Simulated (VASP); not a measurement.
# C (P6_3/mmc) in VASP: notebook

C is run at these levels: PBE; tasks: relaxation of shape and atoms at fixed volume.

All numbers are computed with VASP 6.6.1; they aren't measurements. Logs are shortened: lines on timing, memory, paths and dates and some standing lists are left out, and cuts for length are marked.

## (1) The cell of the first run

Symmetry: P6_3/mmc, No. 194, hexagonal system. The conventional cell has a = 2.490 Å, b = 2.490 Å, c = 8.852 Å, α = 90.00°, β = 90.00°, γ = 120.00°. C (site symmetry -6m2) has 3 C at 1.44 Å within 1.9 Å. C (site symmetry -6m2) has 3 C at 1.44 Å within 1.9 Å.

## (2) Relaxation of shape and atoms at fixed volume, PBE (11.89 Å³/atom)

Contents of INCAR:

```
PREC = Accurate
ENCUT = 600
EDIFF = 1E-6
ISMEAR = 0
SIGMA = 0.1
LREAL = F
LASPH = T
NELM = 100
ALGO = Normal
ISIF = 4
LWAVE = F
LCHARG = F
GGA = PE
IBRION = 2
NSW = 50
EDIFFG = -0.01
```

Contents of KPOINTS:

```
Automatic mesh
0
Gamma
  18 18 6
```

Contents of POSCAR:

```
C
1.0
    2.4902938621      0.0000000000      0.0000000000
   -1.2451469310      2.1566577474      0.0000000000
    0.0000000000      0.0000000000      8.8522547966
C
4
Direct
    0.0000000000      0.0000000000      0.0025000000
    0.0000000000      0.0000000000      0.5025000000
    0.3333333333      0.6666666667      0.0025000000
    0.6666666667      0.3333333333      0.5025000000
```

Potentials or basis: VASP PAW PBE potentials, release 64 (C).

The run is started by

```
$ cat potpaw_PBE.64/C/POTCAR > POTCAR
$ mpirun -np 1 vasp_std > vasp.out
```

OUTCAR:

```text
PREC = Accurate
   ENCUT = 600
   EDIFF = 1E-6
   ISMEAR = 0
   LREAL = F
   LASPH = T
   NELM = 100
   ISIF = 4
   GGA = PE
   IBRION = 2
   NSW = 50
   EDIFFG = -0.01

 ion  position               nearest neighbor table
   1  0.000  0.000  0.002-   3 1.44   3 1.44   3 1.44
   2  0.000  0.000  0.502-   4 1.44   4 1.44   4 1.44
   3  0.333  0.667  0.002-   1 1.44   1 1.44   1 1.44
   4  0.667  0.333  0.502-   2 1.44   2 1.44   2 1.44

  LATTYP: Found a hexagonal cell.
 ALAT       =     2.4902938621
 C/A-ratio  =     3.5547028932

  Lattice vectors:

 A1 = (   2.4902938621,   0.0000000000,   0.0000000000)
 A2 = (  -1.2451469310,   2.1566577474,   0.0000000000)
 A3 = (   0.0000000000,   0.0000000000,   8.8522547966)

Analysis of symmetry for initial positions (statically):
=====================================================================
 Subroutine PRICEL returns:
 Original cell was already a primitive cell.

 Routine SETGRP: Setting up the symmetry group for a
 hexagonal supercell.

 Subroutine GETGRP returns: Found 24 space group operations
 (whereof  6 operations were pure point group operations)
 out of a pool of 24 trial point group operations.

The static configuration has the point symmetry C_3v.
 The point group associated with its full space group is D_6h.

Analysis of symmetry for dynamics (positions and initial velocities):
=====================================================================
 Subroutine PRICEL returns:
 Original cell was already a primitive cell.

 Routine SETGRP: Setting up the symmetry group for a
 hexagonal supercell.

 Subroutine GETGRP returns: Found 24 space group operations
 (whereof  6 operations were pure point group operations)
 out of a pool of 24 trial point group operations.

The dynamic configuration has the point symmetry C_3v.
 The point group associated with its full space group is D_6h.

 Subroutine INISYM returns: Found 24 space group operations
 (whereof  6 operations are pure point group operations),
 and found     1 'primitive' translations

----------------------------------------------------------------------------------------

                                     Primitive cell

  volume of cell :      47.5429

  direct lattice vectors                    reciprocal lattice vectors
     2.490293862  0.000000000  0.000000000     0.401559035  0.231840217  0.000000000
    -1.245146931  2.156657747  0.000000000     0.000000000  0.463680434  0.000000000
     0.000000000  0.000000000  8.852254797     0.000000000  0.000000000  0.112965569

  length of vectors
     2.490293862  2.490293862  8.852254797     0.463680434  0.463680434  0.112965569

  position of ions in fractional coordinates (direct lattice)
     0.000000000  0.000000000  0.002500000
     0.000000000  0.000000000  0.502500000
     0.333333333  0.666666667  0.002500000
     0.666666667  0.333333333  0.502500000

  ion indices of the primitive-cell ions
   primitive index   ion index
                 1           1
                 2           2
                 3           3
                 4           4

----------------------------------------------------------------------------------------

 KPOINTS: Automatic mesh

Automatic generation of k-mesh.
 Grid dimensions read from file:
 generate k-points for:   18   18    6

 Generating k-lattice:

  Cartesian coordinates                     Fractional coordinates (reciprocal lattice)
     0.022308835  0.012880012  0.000000000     0.055555556  0.000000000  0.000000000
     0.000000000  0.025760024  0.000000000     0.000000000  0.055555556  0.000000000
     0.000000000  0.000000000  0.018827595     0.000000000  0.000000000  0.166666667

  Length of vectors
     0.025760024  0.025760024  0.018827595

  Shift w.r.t. Gamma in fractional coordinates (k-lattice)
     0.000000000  0.000000000  0.000000000

 Subroutine IBZKPT returns following result:
 ===========================================

 Found    148 irreducible k-points:

 Following reciprocal coordinates:
            Coordinates               Weight
  0.000000  0.000000  0.000000      1.000000
  0.055556  0.000000  0.000000      6.000000
  0.111111  0.000000  0.000000      6.000000
  0.166667  0.000000  0.000000      6.000000
  0.222222  0.000000  0.000000      6.000000
  0.277778  0.000000  0.000000      6.000000
[... 16 lines left out ...]
  0.333333  0.111111  0.000000     12.000000
  0.388889  0.111111  0.000000     12.000000
 [... further k-points ...]
   k-points           NKPTS =    148   k-points in BZ     NKDIM =    148   number of bands    NBANDS=     12
   number of dos      NEDOS =    301   number of ions     NIONS =      4
   total plane-waves  NPLWV =  28800
   dimension x,y,z NGX =    20 NGY =   20 NGZ =   72
   dimension x,y,z NGXF=    40 NGYF=   40 NGZF=  144
   ions per type =               4
   NGX,Y,Z   is equivalent  to a cutoff of  13.35, 13.35, 13.52 a.u.
   NGXF,Y,Z  is equivalent  to a cutoff of  26.70, 26.70, 27.04 a.u.
 SYSTEM =  unknown system
   PREC   = accura    normal or accurate (medium, high low for compatibility)
   ISTART =      0    job   : 0-new  1-cont  2-samecut
   ICHARG =      2    charge: 1-file 2-atom 10-const
   ISPIN  =      1    spin polarized calculation?
   LNONCOLLINEAR =      F non collinear calculations
   LSORBIT =      F    spin-orbit coupling
   LASPH  =      T    aspherical Exc in radial PAW
   ENCUT  =  600.0 eV  44.10 Ry    6.64 a.u.   4.97  4.97 17.68*2*pi/ulx,y,z
   NELM   =    100;   NELMIN=  2; NELMDL= -5     # of ELM steps
   EDIFF  = 0.1E-05   stopping-criterion for ELM
   LREAL  =      F    real-space projection
   EDIFFG = -.1E-01   stopping-criterion for IOM
   NSW    =     50    number of steps for IOM
   IBRION =      2    ionic relax: 0-MD 1-quasi-New 2-CG
   NFREE  =      1    steps in history (QN), initial steepest desc. (CG)
   ISIF   =      4    stress and relaxation
   ISYM   =      2    0-nonsym 1-usesym 2-fastsym
   POTIM  = 0.5000    time-step for ionic-motion
   TEBEG  =    0.0;   TEEND  =   0.0 temperature during run
   PSTRESS=    0.0 pullay stress
   NELECT =      16.0000    total number of electrons
   NUPDOWN=      -1.0000    fix difference up-down
   EMIN   =  10.00;   EMAX   =-10.00  energy-range for DOS
   EFERMI =   0.00;   METHOD = LEGACY
   ISMEAR =     0;   SIGMA  =   0.10  broadening in eV -4-tet -1-fermi 0-gaus
   EFERMI_NEDOS =   21; number of points for ismear=-14 and -15
   IALGO  =     38    algorithm
   IMIX   =      4    mixing-type and parameters
     AMIX     =   0.40;   BMIX     =  1.00
     AMIX_MAG =   1.60;   BMIX_MAG =  1.00
  volume/ion in A,a.u.               =      11.89        80.21
  Fermi-wavevector in a.u.,A,eV,Ry     =   1.138727  2.151882 17.642660  1.296699
  Thomas-Fermi vector in A             =   2.275431
   LORBIT       =      0    0 simple, 1 ext, 2 COOP (PROOUT), +10 PAW based schemes
   GGA     = PE    functional components
   LHFCALC =     F    Hartree Fock is set to
   AEXX    =    0.0000 exact exchange contribution
   IVDW    =     0    specifies the selected vdW correction
   LEPSILON=     F    determine dielectric tensor
   LRPA    =     F    only Hartree local field effects (RPA)
 conjugate gradient relaxation of ions
 non-spin polarized calculation
 Gauss-broadening in eV      SIGMA  =   0.10
  energy-cutoff  :      600.00
  volume of cell :       47.54
 maximum number of plane-waves:      1623
 NGX is ok and might be reduce to    20
   NGX =  9   NGY =  9   NGZ = 35

--------------------------------------- Ionic step        1  -------------------------------------------

 number of electron      15.9999999 magnetization

 Free energy of the ion-electron system (eV)
  ---------------------------------------------------
  ext. energy  EPLUGINS =         0.00000000
  ---------------------------------------------------
  free energy    TOTEN  =       -36.89264322 eV

  energy without entropy =      -36.89149773  energy(sigma->0) =      -36.89207048

------------------------ aborting loop because EDIFF is reached ----------------------------------------

  FORCE on cell =-STRESS in cart. coord.  units (eV):
  Direction    XX          YY          ZZ          XY          YZ          ZX
  --------------------------------------------------------------------------------------
  -------------------------------------------------------------------------------------
  Total       -2.5219056     -2.5219056     -0.0769016     -0.0000000      0.0000000      0.0000000
  in kB      -84.9872312    -84.9872312     -2.5915529     -0.0000000      0.0000000      0.0000000
  external PRESSURE =     -57.5220051 kB  Pullay stress =       0.0000000 kB
[... 61 lines left out ...]
  energy  without entropy=      -36.9139068001  energy(sigma->0) =      -36.91450852

--------------------------------------- Ionic step        3  -------------------------------------------

 number of electron      16.0000000 magnetization

 Free energy of the ion-electron system (eV)
  ---------------------------------------------------
  ext. energy  EPLUGINS =         0.00000000
  ---------------------------------------------------
  free energy    TOTEN  =       -36.91521560 eV

  energy without entropy =      -36.91401561  energy(sigma->0) =      -36.91461560

 E-fermi :   2.4041     XC(G=0):  -8.3774

 val. band max:        2.4039333947   @ k =   0.3333   0.3333   0.1667
 cond. band min:       2.4041937651   @ k =   0.3333   0.3333   0.3333
 fundamental gap:      0.0002603703
 Fermi energy:         2.4041333106

 k-point     1 :       0.0000    0.0000    0.0000
  band No.  band energies     occupation
      1     -17.1118      2.00000
      2     -17.0915      2.00000
      3      -5.3605      2.00000
      4      -5.0325      2.00000
      5      -0.6423      2.00000
      6      -0.6423      2.00000
      7      -0.6419      2.00000
      8      -0.6419      2.00000
      9       5.3581      0.00000
     10       8.1941      0.00000
     11      10.6967      0.00000
     12      10.6971      0.00000
[... 331 lines left out ...]
 k-point    24 :       0.3889    0.1111    0.0000
  band No.  band energies     occupation
      1     -12.4315      2.00000
      2     -12.4193      2.00000
      3      -9.8016      2.00000
      4      -9.7927      2.00000
      5      -4.8355      2.00000
      6      -4.8325      2.00000
      7      -0.2073      2.00000
      8      -0.0371      2.00000
      9       4.4722      0.00000
     10       4.6058      0.00000
     11      10.9989      0.00000
     12      11.0383      0.00000

 [... further k-points ...]
[... 5 lines left out ...]
  --------------------------------------------------------------------------------------
  -------------------------------------------------------------------------------------
  Total       -0.0803125     -0.0803125     -0.0807897     -0.0000000     -0.0000000      0.0000000
  in kB       -2.7064990     -2.7064990     -2.7225807     -0.0000000     -0.0000000      0.0000000
  external PRESSURE =      -2.7118596 kB  Pullay stress =       0.0000000 kB
[... 19 lines left out ...]
  FREE ENERGIE OF THE ION-ELECTRON SYSTEM (eV)
  ---------------------------------------------------
  free  energy   TOTEN  =       -36.9152155998 eV

  energy  without entropy=      -36.9140156074  energy(sigma->0) =      -36.91461560

 reached required accuracy - stopping structural energy minimisation
```

Wall time 4.6 min (1 thread of Intel Xeon 8259CL, shared host); peak memory 0.22 GiB.

What came out:

| Item | Value |
| --- | --- |
| Free energy | -36.9152 eV |
| Energy gained by relaxing | 5.6 meV/atom |
| Ionic steps | 3 |
| Pressure after relaxing | -0.3 GPa |
| Band gap on the k mesh | zero (filled and empty bands touch) |

Step by step:
| step | energy change (eV) | largest force (eV/Å) | pressure (GPa) | volume (Å³) |
| --- | --- | --- | --- | --- |
| 1 | 0.0000 | 0.0000 | -5.75 | 47.54 |
| 2 | -0.0225 | 0.0000 | 0.11 | 47.54 |
| 3 | -0.0226 | 0.0000 | -0.27 | 47.54 |

Final structure:
```
CELL_PARAMETERS angstrom
2.46758 0.00000 0.00000
-1.23379 2.13699 0.00000
0.00000 0.00000 9.01596
ATOMIC_POSITIONS crystal
C 0.00000 0.00000 0.00250
C 0.00000 0.00000 0.50250
C 0.33333 0.66667 0.00250
C 0.66667 0.33333 0.50250
```

Caveat: this functional lacks dispersion, which binds layers or chains, so the pressure and a relaxed spacing across them are unreliable.

## (3) Relaxation of shape and atoms at fixed volume, PBE (10.54 Å³/atom)

This run uses another cell than the first one, of 10.54 Å³/atom.

Contents of INCAR:

```
SYSTEM = C
ALGO = Normal
EDIFF = 1E-7
EDIFFG = -0.01
ENCUT = 600
GGA = PE
IBRION = 2
ISIF = 4
ISMEAR = 0
LASPH = .True.
LCHARG = .False.
LREAL = .False.
LWAVE = .False.
NELM = 80
NSW = 50
PREC = Accurate
SIGMA = 0.1
```

Contents of KPOINTS:

```
k-points
0
Gamma
  18 18 6
  0 0 0
```

Contents of POSCAR:

```
C
1.0
    2.4404908824      0.0000000000      0.0000000000
   -1.2202454412      2.1135271019      0.0000000000
    0.0000000000      0.0000000000      8.1737756176
C
4
Direct
    0.0000000000      0.0000000000      0.0025000000
    0.0000000000      0.0000000000      0.5025000000
    0.3333333333      0.6666666667      0.0025000000
    0.6666666667      0.3333333333      0.5025000000
```

Potentials or basis: VASP PAW PBE potentials, release 64 (C).

The run is started by

```
$ cat potpaw_PBE.64/C/POTCAR > POTCAR
$ mpirun -np 1 vasp_std > vasp.out
```

Run time: 4.9 min. Hardware: 1 thread of Intel Xeon 8259CL, shared host; peak memory 0.22 GiB.

It converged, with:

* Free energy: -36.9104 eV
* Energy gained by relaxing: 8.1 meV/atom
* Ionic steps: 3
* Pressure after relaxing: 0.0 GPa
* Band gap on the k mesh: zero (filled and empty bands overlap)

Step by step:
| step | energy change (eV) | largest force (eV/Å) | pressure (GPa) | volume (Å³) |
| --- | --- | --- | --- | --- |
| 1 | 0.0000 | 0.0000 | 7.58 | 42.16 |
| 2 | -0.0318 | 0.0000 | -1.07 | 42.16 |
| 3 | -0.0325 | 0.0000 | -0.02 | 42.16 |

Final structure:
```xyz
4
Lattice="2.4669 0.0000 0.0000 -1.2335 2.1364 0.0000 0.0000 0.0000 7.9994" Properties=species:S:1:pos:R:3 pbc="T T T"
C     0.0000    0.0000    0.0200
C     0.0000    0.0000    4.0197
C     0.0000    1.4243    0.0200
C     1.2335    0.7121    4.0197
```

Levels at points of the mesh, in eV from the Fermi level:
| k point | band 5 | band 6 | band 7 | band 8 | band 9 | band 10 | band 11 | band 12 |
| --- | --- | --- | --- | --- | --- | --- | --- | --- |
| (0.00, 0.00, 0.00) | -3.04 | -3.04 | -3.04 | -3.04 | 3.29 | 7.23 | 8.30 | 8.30 |
| (0.50, 0.00, 0.00) | -6.42 | -6.41 | -2.48 | -2.25 | 1.55 | 1.85 | 7.31 | 7.41 |
| (0.00, 0.00, 0.50) | -3.04 | -3.04 | -3.04 | -3.04 | 4.83 | 4.83 | 8.30 | 8.30 |
| (0.50, 0.00, 0.50) | -6.41 | -6.41 | -2.36 | -2.36 | 1.67 | 1.67 | 7.36 | 7.36 |

Caveat: this functional lacks dispersion, which binds layers or chains, so the pressure and a relaxed spacing across them are unreliable.
